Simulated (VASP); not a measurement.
# InAs (F-43m) in VASP: notebook

Runs on InAs. Level: r2SCAN. Tasks: single point.

Program: VASP 6.6.1. These are calculated values, not measurements. Logs are shortened: lines on timing, memory, paths and dates and some standing lists are left out, and cuts for length are marked.

## 1. The cell of the first run

It takes space group F-43m (No. 216, cubic). Conventional cell: a = 5.765 Å, b = 5.765 Å, c = 5.765 Å, α = 90.00°, β = 90.00°, γ = 90.00°. In (site symmetry -43m) has 4 As at 2.50 Å within 3.3 Å. Within 3.3 Å of As (site symmetry -43m) lie 4 In at 2.50 Å.

## 2. Single point, r2SCAN

File POSCAR:

```
InAs
1.0
    0.0000000000      2.8827251555      2.8827251555
    2.8827251555      0.0000000000      2.8827251555
    2.8827251555      2.8827251555      0.0000000000
In As
1 1
Direct
    0.0000000000      0.0000000000      0.0000000000
    0.7500000000      0.7500000000      0.7500000000
```

File INCAR.step1:

```
ALGO = Normal
EDIFF = 1E-4
ENCUT = 520
GGA = PE
ISMEAR = -1
LASPH = T
LCHARG = F
LREAL = F
LWAVE = T
NBANDS = 16
NELM = 60
PREC = Accurate
SIGMA = 0.1
```

File INCAR.step2:

```
ALGO = Normal
EDIFF = 1E-7
ENCUT = 520
ISIF = 2
ISMEAR = -1
ISTART = 1
LASPH = T
LCHARG = F
LMIXTAU = T
LREAL = F
LWAVE = F
METAGGA = R2SCAN
NBANDS = 16
NELM = 60
PREC = Accurate
SIGMA = 0.1
```

File KPOINTS:

```
k-points
0
Gamma
  14 14 14
```

Potentials or basis: VASP PAW PBE potentials, release 64 (In_d, As).

Launch:

```
$ cat potpaw_PBE.64/In_d/POTCAR potpaw_PBE.64/As/POTCAR > POTCAR
$ cp INCAR.step1 INCAR
$ mpirun -np 1 vasp_std > vasp.out
$ cp INCAR.step2 INCAR
$ mpirun -np 1 vasp_std > vasp.out
```

OUTCAR:

```text
EDIFF = 1E-7
   ENCUT = 520
   ISIF = 2
   ISMEAR = -1
   ISTART = 1
   LASPH = T
   LREAL = F
   METAGGA = R2SCAN
   NELM = 60
   PREC = Accurate

 ion  position               nearest neighbor table
   1  0.000  0.000  0.000-   2 2.50   2 2.50   2 2.50   2 2.50
   2  0.750  0.750  0.750-   1 2.50   1 2.50   1 2.50   1 2.50

  LATTYP: Found a face centered cubic cell.
 ALAT       =     5.7654503110

  Lattice vectors:

 A1 = (   0.0000000000,   2.8827251555,   2.8827251555)
 A2 = (   2.8827251555,   0.0000000000,   2.8827251555)
 A3 = (   2.8827251555,   2.8827251555,   0.0000000000)

Analysis of symmetry for initial positions (statically):
=====================================================================
 Subroutine PRICEL returns:
 Original cell was already a primitive cell.

 Routine SETGRP: Setting up the symmetry group for a
 face centered cubic supercell.

 Subroutine GETGRP returns: Found 24 space group operations
 (whereof 24 operations were pure point group operations)
 out of a pool of 48 trial point group operations.

The static configuration has the point symmetry T_d .

Analysis of symmetry for dynamics (positions and initial velocities):
=====================================================================
 Subroutine PRICEL returns:
 Original cell was already a primitive cell.

 Routine SETGRP: Setting up the symmetry group for a
 face centered cubic supercell.

 Subroutine GETGRP returns: Found 24 space group operations
 (whereof 24 operations were pure point group operations)
 out of a pool of 48 trial point group operations.

The dynamic configuration has the point symmetry T_d .

 Subroutine INISYM returns: Found 24 space group operations
 (whereof 24 operations are pure point group operations),
 and found     1 'primitive' translations

----------------------------------------------------------------------------------------

                                     Primitive cell

  volume of cell :      47.9115

  direct lattice vectors                    reciprocal lattice vectors
     0.000000000  2.882725156  2.882725156    -0.173446990  0.173446990  0.173446990
     2.882725156  0.000000000  2.882725156     0.173446990 -0.173446990  0.173446990
     2.882725156  2.882725156  0.000000000     0.173446990  0.173446990 -0.173446990

  length of vectors
     4.076789012  4.076789012  4.076789012     0.300418998  0.300418998  0.300418998

  position of ions in fractional coordinates (direct lattice)
     0.000000000  0.000000000  0.000000000
     0.750000000  0.750000000  0.750000000

  ion indices of the primitive-cell ions
   primitive index   ion index
                 1           1
                 2           2

----------------------------------------------------------------------------------------

 KPOINTS: k-points

Automatic generation of k-mesh.
 Grid dimensions read from file:
 generate k-points for:   14   14   14

 Generating k-lattice:

  Cartesian coordinates                     Fractional coordinates (reciprocal lattice)
    -0.012389071  0.012389071  0.012389071     0.071428571  0.000000000  0.000000000
     0.012389071 -0.012389071  0.012389071     0.000000000  0.071428571  0.000000000
     0.012389071  0.012389071 -0.012389071     0.000000000  0.000000000  0.071428571

  Length of vectors
     0.021458500  0.021458500  0.021458500

  Shift w.r.t. Gamma in fractional coordinates (k-lattice)
     0.000000000  0.000000000  0.000000000

 Subroutine IBZKPT returns following result:
 ===========================================

 Found    104 irreducible k-points:

 Following reciprocal coordinates:
            Coordinates               Weight
  0.000000  0.000000  0.000000      1.000000
  0.071429  0.000000  0.000000      8.000000
  0.142857  0.000000  0.000000      8.000000
  0.214286  0.000000  0.000000      8.000000
  0.285714  0.000000  0.000000      8.000000
  0.357143  0.000000  0.000000      8.000000
[... 16 lines left out ...]
  0.214286  0.142857  0.000000     24.000000
  0.285714  0.142857  0.000000     24.000000
 [... further k-points ...]
   k-points           NKPTS =    104   k-points in BZ     NKDIM =    104   number of bands    NBANDS=     16
   number of dos      NEDOS =    301   number of ions     NIONS =      2
   total plane-waves  NPLWV =  27000
   dimension x,y,z NGX =    30 NGY =   30 NGZ =   30
   dimension x,y,z NGXF=    60 NGYF=   60 NGZF=   60
   ions per type =               1   1
   NGX,Y,Z   is equivalent  to a cutoff of  12.23, 12.23, 12.23 a.u.
   NGXF,Y,Z  is equivalent  to a cutoff of  24.47, 24.47, 24.47 a.u.
 SYSTEM =  unknown system
   PREC   = accura    normal or accurate (medium, high low for compatibility)
   ISTART =      1    job   : 0-new  1-cont  2-samecut
   ICHARG =      0    charge: 1-file 2-atom 10-const
   ISPIN  =      1    spin polarized calculation?
   LNONCOLLINEAR =      F non collinear calculations
   LSORBIT =      F    spin-orbit coupling
   LASPH  =      T    aspherical Exc in radial PAW
   ENCUT  =  520.0 eV  38.22 Ry    6.18 a.u.   7.58  7.58  7.58*2*pi/ulx,y,z
   NELM   =     60;   NELMIN=  2; NELMDL=  0     # of ELM steps
   EDIFF  = 0.1E-06   stopping-criterion for ELM
   LREAL  =      F    real-space projection
   EDIFFG = 0.1E-05   stopping-criterion for IOM
   NSW    =      0    number of steps for IOM
   IBRION =     -1    ionic relax: 0-MD 1-quasi-New 2-CG
   NFREE  =      0    steps in history (QN), initial steepest desc. (CG)
   ISIF   =      2    stress and relaxation
   ISYM   =      2    0-nonsym 1-usesym 2-fastsym
   POTIM  = 0.5000    time-step for ionic-motion
   TEBEG  =    0.0;   TEEND  =   0.0 temperature during run
   PSTRESS=    0.0 pullay stress
   NELECT =      18.0000    total number of electrons
   NUPDOWN=      -1.0000    fix difference up-down
   EMIN   =  10.00;   EMAX   =-10.00  energy-range for DOS
   EFERMI =   0.00;   METHOD = LEGACY
   ISMEAR =    -1;   SIGMA  =   0.10  broadening in eV -4-tet -1-fermi 0-gaus
   EFERMI_NEDOS =   21; number of points for ismear=-14 and -15
   IALGO  =     38    algorithm
   IMIX   =      4    mixing-type and parameters
     AMIX     =   0.40;   BMIX     =  1.00
     AMIX_MAG =   1.60;   BMIX_MAG =  1.00
  volume/ion in A,a.u.               =      23.96       161.66
  Fermi-wavevector in a.u.,A,eV,Ry     =   1.181279  2.232293 18.985838  1.395420
  Thomas-Fermi vector in A             =   2.317555
   LORBIT       =      0    0 simple, 1 ext, 2 COOP (PROOUT), +10 PAW based schemes
   METAGGA = R2SCAN    functional components
   LHFCALC =     F    Hartree Fock is set to
   AEXX    =    0.0000 exact exchange contribution
   IVDW    =     0    specifies the selected vdW correction
   LEPSILON=     F    determine dielectric tensor
   LRPA    =     F    only Hartree local field effects (RPA)
 non-spin polarized calculation
  energy-cutoff  :      520.00
  volume of cell :       47.91
 maximum number of plane-waves:      1308
   NGX = 15   NGY = 15   NGZ = 15

 number of electron      18.0000004 magnetization

 Free energy of the ion-electron system (eV)
  ---------------------------------------------------
  ext. energy  EPLUGINS =         0.00000000
  ---------------------------------------------------
  free energy    TOTEN  =       -37.69795487 eV

  energy without entropy =      -37.69792885  energy(sigma->0) =      -37.69794186

 E-fermi :   6.5284     XC(G=0): -10.3400

 val. band max:        5.8655202442   @ k =   0.0000   0.0000   0.0000
 cond. band min:       6.9071303178   @ k =   0.0000   0.0000   0.0000
 fundamental gap:      1.0416100736
 Fermi energy:         6.5283702051

 k-point     1 :       0.0000    0.0000    0.0000
  band No.  band energies     occupation
      1      -9.3575      2.00000
      2      -9.3575      2.00000
      3      -9.3575      2.00000
      4      -9.1301      2.00000
      5      -9.1301      2.00000
      6      -7.5060      2.00000
[... 8 lines left out ...]
     15      16.4070      0.00000
     16      16.4070      0.00000

 k-point     2 :       0.0714    0.0000    0.0000
  band No.  band energies     occupation
      1      -9.3732      2.00000
      2      -9.3540      2.00000
      3      -9.3539      2.00000
      4      -9.1304      2.00000
      5      -9.1304      2.00000
      6      -7.4313      2.00000
[... 8 lines left out ...]
     15      15.8248      0.00000
     16      15.8248      0.00000

 k-point     3 :       0.1429    0.0000    0.0000
  band No.  band energies     occupation
      1      -9.4139      2.00000
      2      -9.3443      2.00000
      3      -9.3443      2.00000
      4      -9.1305      2.00000
      5      -9.1305      2.00000
      6      -7.2155      2.00000
[... 8 lines left out ...]
     15      15.2422      0.00000
     16      15.4740      0.00000

 k-point     4 :       0.2143    0.0000    0.0000
  band No.  band energies     occupation
      1      -9.4660      2.00000
      2      -9.3314      2.00000
      3      -9.3314      2.00000
      4      -9.1297      2.00000
      5      -9.1297      2.00000
      6      -6.8796      2.00000
[... 8 lines left out ...]
     15      15.0376      0.00000
     16      15.2100      0.00000
[... 324 lines left out ...]
 k-point    22 :       0.1429    0.1429    0.0000
  band No.  band energies     occupation
      1      -9.4421      2.00000
      2      -9.3315      2.00000
      3      -9.3315      2.00000
      4      -9.1417      2.00000
      5      -9.1228      2.00000
      6      -7.1227      2.00000
[... 8 lines left out ...]
     15      16.2838      0.00000
     16      16.6302      0.00000

 k-point    23 :       0.2143    0.1429    0.0000
  band No.  band energies     occupation
      1      -9.4810      2.00000
      2      -9.3197      2.00000
      3      -9.3178      2.00000
      4      -9.1468      2.00000
      5      -9.1195      2.00000
      6      -6.8771      2.00000
[... 8 lines left out ...]
     15      16.4755      0.00000
     16      16.9052      0.00000

 k-point    24 :       0.2857    0.1429    0.0000
  band No.  band energies     occupation
      1      -9.5225      2.00000
      2      -9.3093      2.00000
      3      -9.3036      2.00000
      4      -9.1493      2.00000
      5      -9.1162      2.00000
      6      -6.5229      2.00000
[... 8 lines left out ...]
     15      16.4939      0.00000
     16      16.7274      0.00000

 [... further k-points ...]

------------------------ aborting loop because EDIFF is reached ----------------------------------------

  FORCE on cell =-STRESS in cart. coord.  units (eV):
  Direction    XX          YY          ZZ          XY          YZ          ZX
  --------------------------------------------------------------------------------------
  -------------------------------------------------------------------------------------
  Total        4.4878425      4.4878425      4.4878425     -0.0000000     -0.0000000      0.0000000
  in kB      150.0750458    150.0750458    150.0750458     -0.0000000     -0.0000000      0.0000000
  external PRESSURE =     150.0750458 kB  Pullay stress =       0.0000000 kB

 VOLUME and BASIS-vectors are now :
 -----------------------------------------------------------------------------
  energy-cutoff  :      520.00
  volume of cell :       47.91
      direct lattice vectors                 reciprocal lattice vectors
     0.000000000  2.882725156  2.882725156    -0.173446990  0.173446990  0.173446990
     2.882725156  0.000000000  2.882725156     0.173446990 -0.173446990  0.173446990
     2.882725156  2.882725156  0.000000000     0.173446990  0.173446990 -0.173446990

 POSITION                                       TOTAL-FORCE (eV/Angst)
 -----------------------------------------------------------------------------------
      0.00000      0.00000      0.00000         0.000000      0.000000     -0.000000
      4.32409      4.32409      4.32409        -0.000000     -0.000000      0.000000
 -----------------------------------------------------------------------------------
    total drift:                                0.000003      0.000003      0.000003

  FREE ENERGIE OF THE ION-ELECTRON SYSTEM (eV)
  ---------------------------------------------------
  free  energy   TOTEN  =       -37.6979548722 eV

  energy  without entropy=      -37.6979288489  energy(sigma->0) =      -37.69794186
```

Run time: 5.5 min. Hardware: 1 thread of Intel Xeon Platinum 8259CL at 2.50GHz (Skylake/Cascade Lake), shared host; peak memory 0.23 GiB.

Results:

| Quantity | Value |
| --- | --- |
| Free energy | -37.6980 eV |
| Pressure | 15.0 GPa |
| Band gap on the k mesh | 1.04 eV |

Levels at points of the mesh, in eV from the valence-band top:
```csv
k point,band 5,band 6,band 7,band 8,band 9,band 10,band 11,band 12,band 13,band 14
"(0.00, 0.00, 0.00)",-15.00,-13.37,0.00,0.00,0.00,1.04,4.31,4.31,4.31,8.68
"(0.50, 0.00, 0.00)",-14.98,-11.30,-6.73,-1.26,-1.26,1.68,5.09,5.09,7.42,10.55
"(0.50, 0.50, 0.00)",-14.96,-10.57,-6.65,-2.95,-2.95,1.57,2.34,10.91,11.02,11.02
```

Caveat: the cell stands under pressure; the PAW data sets were made with another functional, which shifts forces and pressure a little; spin-orbit coupling is left out, which moves the levels of the heavy elements.

## 3. Single point, r2SCAN

This run uses another cell than the first one, of 25.06 Å³/atom.

File POSCAR:

```
InAs
1.0
    0.0000000000      2.9264984691      2.9264984691
    2.9264984691      0.0000000000      2.9264984691
    2.9264984691      2.9264984691      0.0000000000
In As
1 1
Direct
    0.0000000000      0.0000000000      0.0000000000
    0.7500000000      0.7500000000      0.7500000000
```

File INCAR.step1:

```
SYSTEM = InAs
PREC = Accurate
ENCUT = 520
ISMEAR = -1
SIGMA = 0.1
LREAL = .False.
LASPH = .True.
NELM = 100
NBANDS = 16
GGA = PE
ALGO = Normal
EDIFF = 1E-4
LWAVE = .True.
LCHARG = .False.
```

File INCAR.step2:

```
SYSTEM = InAs
PREC = Accurate
ENCUT = 520
EDIFF = 1E-7
ISMEAR = -1
SIGMA = 0.1
LREAL = .False.
LASPH = .True.
NELM = 100
ALGO = Normal
ISIF = 2
LWAVE = .False.
LCHARG = .True.
METAGGA = R2SCAN
LMIXTAU = .True.
LELF = .True.
LVHAR = .True.
NBANDS = 16
ISTART = 1
```

File KPOINTS:

```
regular mesh
0
Gamma
  14 14 14
  0 0 0
```

Potentials or basis: VASP PAW PBE potentials, release 64 (In_d, As).

Launch:

```
$ cat potpaw_PBE.64/In_d/POTCAR potpaw_PBE.64/As/POTCAR > POTCAR
$ cp INCAR.step1 INCAR
$ mpirun -np 1 vasp_std > vasp.out
$ cp INCAR.step2 INCAR
$ mpirun -np 1 vasp_std > vasp.out
```

Wall time 4.3 min (1 thread of Intel Xeon Platinum 8259CL at 2.50GHz (Skylake/Cascade Lake), shared host); peak memory 0.24 GiB.

It converged, with:

```yaml
Free_energy: -37.8703 eV
Pressure: 10.0 GPa
Band_gap_on_the_k_mesh: 0.79 eV
```

Levels at points of the mesh, in eV from the valence-band top:
| k point | band 6 | band 7 | band 8 | band 9 | band 10 | band 11 | band 12 | band 13 |
| --- | --- | --- | --- | --- | --- | --- | --- | --- |
| (0.00, 0.00, 0.00) | -13.01 | 0.00 | 0.00 | 0.00 | 0.79 | 4.31 | 4.31 | 4.31 |
| (0.50, 0.00, 0.00) | -11.11 | -6.44 | -1.18 | -1.18 | 1.57 | 5.09 | 5.09 | 7.40 |
| (0.50, 0.50, 0.00) | -10.44 | -6.41 | -2.76 | -2.76 | 1.66 | 2.36 | 10.56 | 10.68 |

Caveat: the cell stands under pressure; semilocal functionals underestimate gaps, and a narrow one can read as zero; the PAW data sets were made with another functional, which shifts forces and pressure a little; spin-orbit coupling is left out, which moves the levels of the heavy elements.
